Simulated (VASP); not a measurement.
# Si8O15 (a cell with a defect) in VASP: notebook

Runs on Si8O15 (a cell with a defect). Level: LDA. Tasks: single point.

Program: VASP 6.6.1. These are calculated values, not measurements. Logs are shortened: lines on timing, memory, paths and dates and some standing lists are left out, and cuts for length are marked.

## Step 1: The cell of the first run

The cell holds a defect, 23 atoms: a = 6.758 Å, b = 6.082 Å, c = 6.500 Å, α = 64.87°, β = 54.57°, γ = 60.56°.

## Step 2: Single point, LDA

INCAR

```
SYSTEM = Si8O15
ALGO     = Normal         ! electronic algorithm
EDIFF    = 1E-7           ! SCF threshold, eV
ENCUT    = 520            ! plane-wave cutoff, eV
GGA      = CA             ! functional
ISIF     = 2              ! what is computed and relaxed
ISMEAR   = -1             ! smearing method
LASPH    = .TRUE.         ! aspherical terms in the spheres
LCHARG   = .TRUE.         ! write CHGCAR
LELF     = .TRUE.         ! ELF
LREAL    = Auto         
LVHAR    = .TRUE.       
LWAVE    = .FALSE.        ! write WAVECAR
NBANDS   = 78             ! bands
NELECT   = 120.0        
NELM     = 100            ! most SCF steps
PREC     = Accurate       ! precision mode
SIGMA    = 0.05           ! smearing width, eV
```

KPOINTS

```
k-points
0
G
  2 2 2
  0 0 0
```

POSCAR

```
Si8O15
1.0
    0.0000000000      5.0462000000      4.4946000000
    4.0970000000      0.0000000000      4.4946000000
    4.0970000000      5.0462000000      0.0000000000
Si O
8 15
Direct
    0.2051888106      0.0573713728      0.9583362182
    0.2894996118      0.4784118820      0.0357706906
    0.8394547680      0.9269876295      0.0431612599
    0.1632147762      0.0496878180      0.4919875542
    0.6926588610      0.5503774493      0.4509811058
    0.7889434867      0.9535183564      0.5504362446
    0.2968864632      0.4525230505      0.5397508084
    0.7065835205      0.5436761244      0.9447822597
    0.4138254574      0.4889872512      0.2052673253
    0.2674997464      0.1524145953      0.6119483532
    0.3599159091      0.7230118264      0.5106308390
    0.0559359131      0.3737201186      0.3361678482
    0.0964284826      0.9831076274      0.2936805103
    0.2379690825      0.3492938552      0.8862182268
    0.1468653532      0.7925590672      0.9754873082
    0.8810526528      0.0195647548      0.7349619721
    0.7634468868      0.6610338234      0.1157889738
    0.8710127231      0.2097163740      0.0157717880
    0.9626024565      0.6178509765      0.6504424089
    0.5971174151      0.4801479700      0.7831693353
    0.7305520752      0.8504898417      0.3770090599
    0.6307022122      0.2889687262      0.4807283692
    0.5328932000      0.8849292981      0.8527714585
```

Potentials or basis: VASP PAW LDA potentials, release 64 (Si, O).

Run with:

```console
> cat potpaw_LDA.64/Si/POTCAR potpaw_LDA.64/O/POTCAR > POTCAR
> mpirun -np 1 vasp_std > vasp.out
```

OUTCAR:

```text
SYSTEM = Si8O15
   EDIFF = 1E-7
   ENCUT = 520
   GGA = CA
   ISIF = 2
   ISMEAR = -1
   LASPH = .TRUE.
   LREAL = Auto
   NELECT = 120.0
   NELM = 100
   PREC = Accurate

 ion  position               nearest neighbor table
   1  0.205  0.057  0.958-  14 1.73  23 1.74  13 1.77  15 1.78  18 1.83  10 1.90   3 2.65   7 2.74
                             2 3.14   6 3.14
   2  0.289  0.478  0.036-  15 1.65  14 1.73  20 1.75  12 1.75   9 1.76   8 2.72   3 2.91   4 3.00
                             5 3.13   1 3.14
   3  0.839  0.927  0.043-  15 1.66  16 1.72  17 1.73  18 1.76  21 1.76   1 2.65   5 2.70   4 2.90
                             2 2.91
   4  0.163  0.050  0.492-  16 1.66  10 1.73  11 1.76  12 1.79  13 1.82   6 2.65   3 2.90   2 3.00

   5  0.693  0.550  0.451-  22 1.74  20 1.77  21 1.79  17 1.81  11 1.82  12 1.92   3 2.70   7 2.71
                             2 3.13
   6  0.789  0.954  0.550-  23 1.76  22 1.77  21 1.78  13 1.80  19 1.84  16 1.87   4 2.65   8 2.72
                             1 3.14
   7  0.297  0.453  0.540-  10 1.76  19 1.77   9 1.78  11 1.80  22 1.83  14 1.91   5 2.71   1 2.74

   8  0.707  0.544  0.945-  19 1.75  18 1.78   9 1.78  20 1.82  17 1.83  23 1.85   6 2.72   2 2.72

   9  0.414  0.489  0.205-   2 1.76   7 1.78   8 1.78
  10  0.267  0.152  0.612-   4 1.73   7 1.76   1 1.90
  11  0.360  0.723  0.511-   4 1.76   7 1.80   5 1.82
  12  0.056  0.374  0.336-   2 1.75   4 1.79   5 1.92
  13  0.096  0.983  0.294-   1 1.77   6 1.80   4 1.82
  14  0.238  0.349  0.886-   1 1.73   2 1.73   7 1.91
  15  0.147  0.793  0.975-   2 1.65   3 1.66   1 1.78
  16  0.881  0.020  0.735-   4 1.66   3 1.72   6 1.87
  17  0.763  0.661  0.116-   3 1.73   5 1.81   8 1.83
  18  0.871  0.210  0.016-   3 1.76   8 1.78   1 1.83
  19  0.963  0.618  0.650-   8 1.75   7 1.77   6 1.84
  20  0.597  0.480  0.783-   2 1.75   5 1.77   8 1.82
  21  0.731  0.850  0.377-   3 1.76   6 1.78   5 1.79
  22  0.631  0.289  0.481-   5 1.74   6 1.77   7 1.83
  23  0.533  0.885  0.853-   1 1.74   6 1.76   8 1.85

  LATTYP: Found a face centered orthorhombic cell.
 ALAT       =     8.1940000000
 B/A-ratio  =     1.0970466195
 C/A-ratio  =     1.2316817183

  Lattice vectors:

 A1 = (   0.0000000000,   5.0462000000,  -4.4946000000)
 A2 = (   4.0970000000,   5.0462000000,   0.0000000000)
 A3 = (   4.0970000000,   0.0000000000,  -4.4946000000)

Analysis of symmetry for initial positions (statically):
=====================================================================
 Subroutine PRICEL returns:
 Original cell was already a primitive cell.

 Routine SETGRP: Setting up the symmetry group for a
 face centered orthorhombic supercell.

 Subroutine GETGRP returns: Found  1 space group operations
 (whereof  1 operations were pure point group operations)
 out of a pool of  8 trial point group operations.

The static configuration has the point symmetry C_1 .

Analysis of symmetry for dynamics (positions and initial velocities):
=====================================================================
 Subroutine PRICEL returns:
 Original cell was already a primitive cell.

 Routine SETGRP: Setting up the symmetry group for a
 face centered orthorhombic supercell.

 Subroutine GETGRP returns: Found  1 space group operations
 (whereof  1 operations were pure point group operations)
 out of a pool of  8 trial point group operations.

The dynamic configuration has the point symmetry C_1 .

 Subroutine INISYM returns: Found  1 space group operations
 (whereof  1 operations are pure point group operations),
 and found     1 'primitive' translations

----------------------------------------------------------------------------------------

                                     Primitive cell

  volume of cell :     185.8453

  direct lattice vectors                    reciprocal lattice vectors
     0.000000000  5.046200000  4.494600000    -0.122040517  0.099084460  0.111244605
     4.097000000  0.000000000  4.494600000     0.122040517 -0.099084460  0.111244605
     4.097000000  5.046200000  0.000000000     0.122040517  0.099084460 -0.111244605

  length of vectors
     6.757630028  6.081680537  6.499964880     0.192579802  0.192579802  0.192579802

  position of ions in fractional coordinates (direct lattice)
     0.205188811  0.057371373  0.958336218
     0.289499612  0.478411882  0.035770691
     0.839454768  0.926987629  0.043161260
     0.163214776  0.049687818  0.491987554
     0.692658861  0.550377449  0.450981106
     0.788943487  0.953518356  0.550436245
[... 15 lines left out ...]
     0.630702212  0.288968726  0.480728369
     0.532893200  0.884929298  0.852771459

  ion indices of the primitive-cell ions
   primitive index   ion index
                 1           1
                 2           2
                 3           3
                 4           4
                 5           5
                 6           6
[... 15 lines left out ...]
                22          22
                23          23

----------------------------------------------------------------------------------------

 KPOINTS: k-points

Automatic generation of k-mesh.
 Grid dimensions read from file:
 generate k-points for:    2    2    2

 Generating k-lattice:

  Cartesian coordinates                     Fractional coordinates (reciprocal lattice)
    -0.061020259  0.049542230  0.055622302     0.500000000  0.000000000  0.000000000
     0.061020259 -0.049542230  0.055622302     0.000000000  0.500000000  0.000000000
     0.061020259  0.049542230 -0.055622302     0.000000000  0.000000000  0.500000000

  Length of vectors
     0.096289901  0.096289901  0.096289901

  Shift w.r.t. Gamma in fractional coordinates (k-lattice)
     0.000000000  0.000000000  0.000000000

 Subroutine IBZKPT returns following result:
 ===========================================

 Found      8 irreducible k-points:

 Following reciprocal coordinates:
            Coordinates               Weight
  0.000000  0.000000  0.000000      1.000000
  0.500000  0.000000  0.000000      1.000000
  0.500000  0.500000  0.500000      1.000000
  0.000000  0.500000  0.000000      1.000000
  0.000000  0.000000  0.500000      1.000000
  0.500000  0.500000  0.000000      1.000000
  0.500000  0.000000  0.500000      1.000000
  0.000000  0.500000  0.500000      1.000000
   k-points           NKPTS =      8   k-points in BZ     NKDIM =      8   number of bands    NBANDS=     78
   number of dos      NEDOS =    301   number of ions     NIONS =     23
   total plane-waves  NPLWV = 115200
   dimension x,y,z NGX =    50 NGY =   48 NGZ =   48
   dimension x,y,z NGXF=   100 NGYF=   96 NGZF=   96
   ions per type =               8  15
   NGX,Y,Z   is equivalent  to a cutoff of  12.30, 13.12, 12.28 a.u.
   NGXF,Y,Z  is equivalent  to a cutoff of  24.60, 26.24, 24.55 a.u.
 SYSTEM =  Si8O15
   PREC   = accura    normal or accurate (medium, high low for compatibility)
   ISTART =      0    job   : 0-new  1-cont  2-samecut
   ICHARG =      2    charge: 1-file 2-atom 10-const
   ISPIN  =      1    spin polarized calculation?
   LNONCOLLINEAR =      F non collinear calculations
   LSORBIT =      F    spin-orbit coupling
   LASPH  =      T    aspherical Exc in radial PAW
   ENCUT  =  520.0 eV  38.22 Ry    6.18 a.u.  12.56 11.31 12.09*2*pi/ulx,y,z
   NELM   =    100;   NELMIN=  2; NELMDL= -5     # of ELM steps
   EDIFF  = 0.1E-06   stopping-criterion for ELM
   LREAL  =      T    real-space projection
   EDIFFG = 0.1E-05   stopping-criterion for IOM
   NSW    =      0    number of steps for IOM
   IBRION =     -1    ionic relax: 0-MD 1-quasi-New 2-CG
   NFREE  =      0    steps in history (QN), initial steepest desc. (CG)
   ISIF   =      2    stress and relaxation
   ISYM   =      2    0-nonsym 1-usesym 2-fastsym
   POTIM  = 0.5000    time-step for ionic-motion
   TEBEG  =    0.0;   TEEND  =   0.0 temperature during run
   PSTRESS=    0.0 pullay stress
   NELECT =     120.0000    total number of electrons
   NUPDOWN=      -1.0000    fix difference up-down
   EMIN   =  10.00;   EMAX   =-10.00  energy-range for DOS
   EFERMI =   0.00;   METHOD = LEGACY
   ISMEAR =    -1;   SIGMA  =   0.05  broadening in eV -4-tet -1-fermi 0-gaus
   EFERMI_NEDOS =   21; number of points for ismear=-14 and -15
   IALGO  =     38    algorithm
   IMIX   =      4    mixing-type and parameters
     AMIX     =   0.40;   BMIX     =  1.00
     AMIX_MAG =   1.60;   BMIX_MAG =  1.00
  volume/ion in A,a.u.               =       8.08        54.53
  Fermi-wavevector in a.u.,A,eV,Ry     =   1.414984  2.673931 27.241296  2.002179
  Thomas-Fermi vector in A             =   2.536469
   LORBIT       =      0    0 simple, 1 ext, 2 COOP (PROOUT), +10 PAW based schemes
   GGA     = CA    functional components
   LHFCALC =     F    Hartree Fock is set to
   AEXX    =    0.0000 exact exchange contribution
   IVDW    =     0    specifies the selected vdW correction
   LEPSILON=     F    determine dielectric tensor
   LRPA    =     F    only Hartree local field effects (RPA)
 non-spin polarized calculation
  energy-cutoff  :      520.00
  volume of cell :      185.85
 maximum number of plane-waves:      5022
   NGX = 25   NGY = 23   NGZ = 25

 number of electron     120.0000005 magnetization

 Free energy of the ion-electron system (eV)
  ---------------------------------------------------
  ext. energy  EPLUGINS =         0.00000000
  ---------------------------------------------------
  free energy    TOTEN  =      -213.48179393 eV

  energy without entropy =     -213.48179393  energy(sigma->0) =     -213.48179393

 E-fermi :   8.3245     XC(G=0): -12.4104

 val. band max:        7.1737938632   @ k =   0.0000   0.0000   0.0000
 cond. band min:       9.9071572893   @ k =   0.0000   0.0000   0.0000
 fundamental gap:      2.7333634261
 Fermi energy:         8.3245121829

 k-point     1 :       0.0000    0.0000    0.0000
  band No.  band energies     occupation
      1     -14.3963      2.00000
      2     -12.4789      2.00000
      3     -12.1362      2.00000
      4     -11.9647      2.00000
      5     -11.6348      2.00000
      6     -11.4689      2.00000
[... 64 lines left out ...]
     71      17.2163      0.00000
     72      17.5671      0.00000

 k-point     2 :       0.5000    0.0000    0.0000
  band No.  band energies     occupation
      1     -13.8677      2.00000
      2     -13.3551      2.00000
      3     -12.4745      2.00000
      4     -11.9224      2.00000
      5     -11.8437      2.00000
      6     -11.5341      2.00000
[... 64 lines left out ...]
     71      17.0936      0.00000
     72      17.3388      0.00000

 k-point     3 :       0.5000    0.5000    0.5000
  band No.  band energies     occupation
      1     -13.8017      2.00000
      2     -13.3875      2.00000
      3     -12.2875      2.00000
      4     -12.2613      2.00000
      5     -11.9624      2.00000
      6     -11.4692      2.00000
[... 364 lines left out ...]
     71      17.5358      0.00000
     72      17.6278      0.00000

 k-point     8 :       0.0000    0.5000    0.5000
  band No.  band energies     occupation
      1     -13.6065      2.00000
      2     -12.9127      2.00000
      3     -12.6706      2.00000
      4     -12.5153      2.00000
      5     -12.4179      2.00000
      6     -11.9483      2.00000
[... 64 lines left out ...]
     71      17.4279      0.00000
     72      17.5578      0.00000
 [bands above 72 left out]

------------------------ aborting loop because EDIFF is reached ----------------------------------------

  FORCE on cell =-STRESS in cart. coord.  units (eV):
  Direction    XX          YY          ZZ          XY          YZ          ZX
  --------------------------------------------------------------------------------------
  -------------------------------------------------------------------------------------
  Total      -36.2633907    -33.3496427    -30.1072946     -4.8446267      1.7720757     -6.0326104
  in kB     -312.6277502   -287.5082434   -259.5558660    -41.7656679     15.2771163    -52.0073101
  external PRESSURE =    -286.5639532 kB  Pullay stress =       0.0000000 kB

 VOLUME and BASIS-vectors are now :
 -----------------------------------------------------------------------------
  energy-cutoff  :      520.00
  volume of cell :      185.85
      direct lattice vectors                 reciprocal lattice vectors
     0.000000000  5.046200000  4.494600000    -0.122040517  0.099084460  0.111244605
     4.097000000  0.000000000  4.494600000     0.122040517 -0.099084460  0.111244605
     4.097000000  5.046200000  0.000000000     0.122040517  0.099084460 -0.111244605

 POSITION                                       TOTAL-FORCE (eV/Angst)
 -----------------------------------------------------------------------------------
      4.16135      5.87138      1.18010        -0.026059      0.021838     -0.028774
      2.10661      1.64138      3.45146        -0.023347     -0.007729      0.015755
      3.97470      4.45386      7.93945         0.029247     -0.081166     -0.008026
      2.21924      3.30628      0.95691        -0.052173      0.036130      0.036436
      4.10257      5.77104      5.58695        -0.001303      0.049289     -0.009506
      6.16170      6.75878      7.83167         0.021769     -0.030382      0.011447
[... 15 lines left out ...]
      3.15345      5.60850      4.13355        -0.024982      0.008794     -0.024396
      7.11936      6.99234      6.37254         0.000667      0.011413     -0.013986
 -----------------------------------------------------------------------------------
    total drift:                                0.018244      0.009120     -0.002444

  FREE ENERGIE OF THE ION-ELECTRON SYSTEM (eV)
  ---------------------------------------------------
  free  energy   TOTEN  =      -213.4817939328 eV

  energy  without entropy=     -213.4817939328  energy(sigma->0) =     -213.48179393
```

It took 98 s on 1 thread of Intel Xeon 6975P-C (Granite Rapids), shared host; peak memory 0.28 GiB.

What came out:

| Property | Result |
| --- | --- |
| Free energy | -213.4818 eV |
| Largest force | 0.087 eV/Å |

Forces in eV/Å, atoms in the order of the input:
```
Si  -0.026  0.022 -0.029
Si  -0.023 -0.008  0.016
Si   0.029 -0.081 -0.008
Si  -0.052  0.036  0.036
Si  -0.001  0.049 -0.010
Si   0.022 -0.030  0.011
Si  -0.011 -0.017  0.019
Si   0.015  0.041 -0.015
O    0.019  0.010 -0.019
O    0.001  0.009 -0.010
O    0.024 -0.007  0.019
O    0.035 -0.018 -0.014
O   -0.015 -0.001  0.014
O    0.016 -0.015  0.016
O   -0.005  0.019  0.021
O    0.022 -0.019 -0.048
O   -0.029 -0.011 -0.023
O    0.033 -0.019  0.028
O   -0.020  0.002  0.015
O   -0.023  0.004  0.021
O    0.014  0.015 -0.002
O   -0.025  0.009 -0.024
O    0.001  0.011 -0.014
```

Levels at points of the mesh, in eV from the Fermi level:
| k point | band 57 | band 58 | band 59 | band 60 | band 61 | band 62 | band 63 | band 64 |
| --- | --- | --- | --- | --- | --- | --- | --- | --- |
| (0.00, 0.00, 0.00) | -1.85 | -1.59 | -1.30 | -1.15 | 1.58 | 4.77 | 5.50 | 5.59 |
| (0.50, 0.00, 0.00) | -1.57 | -1.49 | -1.38 | -1.33 | 2.31 | 4.31 | 5.76 | 6.08 |
| (0.50, 0.50, 0.50) | -1.82 | -1.62 | -1.37 | -1.35 | 2.13 | 4.99 | 5.10 | 6.30 |
| (0.00, 0.50, 0.00) | -1.56 | -1.49 | -1.37 | -1.31 | 2.26 | 4.69 | 5.27 | 6.28 |
| (0.00, 0.00, 0.50) | -1.77 | -1.49 | -1.42 | -1.31 | 2.21 | 4.59 | 5.33 | 6.30 |
| (0.50, 0.50, 0.00) | -1.58 | -1.53 | -1.36 | -1.29 | 2.19 | 4.69 | 5.61 | 6.52 |
| (0.50, 0.00, 0.50) | -1.68 | -1.63 | -1.41 | -1.24 | 2.35 | 4.61 | 5.16 | 6.27 |
| (0.00, 0.50, 0.50) | -1.62 | -1.50 | -1.31 | -1.26 | 2.29 | 4.55 | 5.66 | 6.69 |

Caveat: the k points lie up to 0.61 Å⁻¹ apart; the cell carries a net charge on a neutralising background, which shifts energy and pressure; the cell is charged against a uniform background, so pressure and absolute levels hang on convention.

[end of part 1 of 2]
